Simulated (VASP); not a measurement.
Set up this calculation in VASP 6.6.1, as the native input.

```yaml
Task: single point
Functional: B3LYP
Potentials_or_basis: VASP PAW PBE potentials, release 64 (Te, Be)
Cutoff: 520 eV
k_mesh: 4 × 4 × 4
Occupations: fermi-dirac, width 0.05 eV
Spin: no spin polarisation
Dipole_correction: no
Grid_for_exact_exchange_PRECFOCK: Normal
Further_INCAR_settings: ALGO = Normal; EDIFF = 1e-06; NBANDS = 11
Share_of_exact_exchange: 0.2
```

Crystal: BeTe.

```
Te Be
1.0
     0.00000    2.75141    2.75141
     2.75141    0.00000    2.75141
     2.75141    2.75141    0.00000
Te Be
1 1
Direct
  0.75000 0.75000 0.75000
  0.00000 0.00000 0.00000
```

The input as run:

POSCAR

```
BeTe
1.0
    0.0000000000      2.7514088358      2.7514088358
    2.7514088358      0.0000000000      2.7514088358
    2.7514088358      2.7514088358      0.0000000000
Te Be
1 1
Direct
    0.7500000000      0.7500000000      0.7500000000
    0.0000000000      0.0000000000      0.0000000000
```

INCAR.step1

```
SYSTEM = BeTe
  PREC = Accurate
  ENCUT = 520
  EDIFF = 1E-5
  ISMEAR = -1
  SIGMA = 0.05
  LREAL = .False.
  LASPH = .True.
  NELM = 60
  ALGO = Normal
  ISIF = 2
  LWAVE = .True.
  LCHARG = .False.
  GGA = PE
  NBANDS = 11
```

INCAR.step2

```
SYSTEM = BeTe
  PREC = Accurate
  ENCUT = 520
  EDIFF = 1E-6
  ISMEAR = -1
  SIGMA = 0.05
  LREAL = .False.
  LASPH = .True.
  NELM = 60
  ALGO = Normal
  ISIF = 2
  LWAVE = .False.
  LCHARG = .False.
  GGA = B3
  LHFCALC = .True.
  AEXX = 0.2
  AGGAX = 0.72
  AGGAC = 0.81
  ALDAC = 0.19
  PRECFOCK = Normal
  ISTART = 1
  NBANDS = 11
```

KPOINTS

```
Automatic mesh
0
Gamma
  4 4 4
  0 0 0
```

Potentials or basis: VASP PAW PBE potentials, release 64 (Te, Be).

The run is started by

```sh
$ cat potpaw_PBE.64/Te/POTCAR potpaw_PBE.64/Be/POTCAR > POTCAR
$ cp INCAR.step1 INCAR
$ mpirun -np 1 vasp_std > vasp.out
$ cp INCAR.step2 INCAR
$ mpirun -np 1 vasp_std > vasp.out
```

Results of the run:

```
Pressure               : 7.9 GPa
Band gap on the k mesh : 3.19 eV (least direct gap 4.95 eV)
```

Caveat: the k points lie up to 0.49 Å⁻¹ apart; the PAW data sets were made with another functional, which shifts forces and pressure a little; spin-orbit coupling is left out, which moves the levels of the heavy elements.

Run time: 4.4 min on 1 thread of AMD EPYC 7R13, on a shared host, peak memory 0.15 GiB.
